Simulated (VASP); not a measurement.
**InAs: single point with LDA**

InAs:

```
In As
1.0
     0.00000    2.84787    2.84787
     2.84787    0.00000    2.84787
     2.84787    2.84787    0.00000
In As
1 1
Cartesian
  2.9116 2.8479 2.8479
  -0.0976 0.0000 0.0000
```

```yaml
Program: VASP 6.6.1
Task: single point
Functional: LDA
Potentials_or_basis: VASP PAW LDA potentials, release 64 (In_d, As)
Cutoff: 500 eV
k_mesh: 14 × 14 × 14
Occupations: gaussian, width 0.15 eV
Spin: no spin polarisation
```

- Pressure: -2.6 GPa
- Largest force: 0.370 eV/Å
- Band gap on the k mesh: zero (band 9 reaches 6.51 eV, above the bottom of band 10 at 3.78 eV)

Forces on the atoms (eV/Å):
```
In  -0.370  0.000  0.000
As   0.370  0.000  0.000
```

Stress tensor (GPa, compression positive):
```
-0.81  0.00  0.00
 0.00 -3.52  0.00
 0.00  0.00 -3.52
```

Levels at points of the mesh, in eV from the Fermi level:
| k point | band 6 | band 7 | band 8 | band 9 | band 10 | band 11 | band 12 | band 13 |
| --- | --- | --- | --- | --- | --- | --- | --- | --- |
| (0.00, 0.00, 0.00) | -12.31 | -0.57 | -0.20 | -0.15 | -0.15 | 6.85 | 6.85 | 7.28 |
| (0.50, 0.00, 0.00) | -10.53 | -6.67 | 0.15 | 0.23 | 2.13 | 3.28 | 3.38 | 4.55 |
| (0.50, 0.50, 0.00) | -9.59 | -4.84 | -3.05 | -2.25 | -2.22 | 3.80 | 9.40 | 9.45 |
| (0.00, 0.50, 0.50) | -9.56 | -5.00 | -2.84 | -2.29 | -2.29 | 3.89 | 9.35 | 9.35 |

Wall time 2.4 min on 1 thread of Intel Xeon 6975P-C, on a shared host, peak memory 0.29 GiB.

Caveat: spin-orbit coupling is left out, which moves the levels of the heavy elements.
